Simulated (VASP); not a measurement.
Wanted: the native input for a VASP 6.6.1 run.

```
Task                   : single point
Functional             : PBE
Potentials or basis    : VASP PAW PBE potentials, release 64 (Hf_pv, W_sv, S)
Cutoff                 : 520 eV
k mesh                 : 4 × 4 × 4
Occupations            : gaussian, width 0.1 eV
Spin                   : no spin polarisation
Dipole correction      : no
Further INCAR settings : ALGO = Normal; EDIFF = 1e-06; NBANDS = 31
```

The structure of Hf2WS2 lies in POSCAR:

```
Hf2WS2
1.0
    4.1344180931      0.0000000000      0.0000000000
    0.0000000000      4.1344180931      0.0000000000
    0.0000000000      0.0000000000      5.7817560080
Hf W S
2 1 2
Direct
    0.5000000000      0.5000000000      0.5000000000
    0.0000000000      0.0000000000      0.5000000000
    0.5000000000      0.5000000000      0.0000000000
    0.0000000000      0.5000000000      0.8032605791
    0.5000000000      0.0000000000      0.1967394209
```

The cell was built from a structure type or drawn by symmetry, and may not be a known phase.

The input as run:

INCAR

```
ALGO = Normal
EDIFF = 1E-6
ENCUT = 520
GGA = PE
ISIF = 2
ISMEAR = 0
LASPH = True
LCHARG = False
LREAL = False
LWAVE = False
NBANDS = 31
NELM = 100
PREC = Accurate
SIGMA = 0.1
```

KPOINTS

```
k-points
0
Gamma
  4 4 4
```

Potentials or basis: VASP PAW PBE potentials, release 64 (Hf_pv, W_sv, S).

Run with:

```console
$ cat potpaw_PBE.64/Hf_pv/POTCAR potpaw_PBE.64/W_sv/POTCAR potpaw_PBE.64/S/POTCAR > POTCAR
$ mpirun -np 1 vasp_std > vasp.out
```

It gave:

```json
{
  "Pressure": "-0.3 GPa",
  "Largest force": "0.064 eV/Å",
  "Band gap on the k mesh": "zero (bands 23 and 24 overlap by 0.65 eV)"
}
```

Caveat: the k points lie up to 0.38 Å⁻¹ apart, too coarse for converged energies and pressures of a metal; spin-orbit coupling is left out, which moves the levels of the heavy elements.

Wall time 62 s on 1 thread of Intel(R) Xeon(R) Platinum 8488C (Sapphire Rapids), with other jobs on the host, peak memory 0.23 GiB.
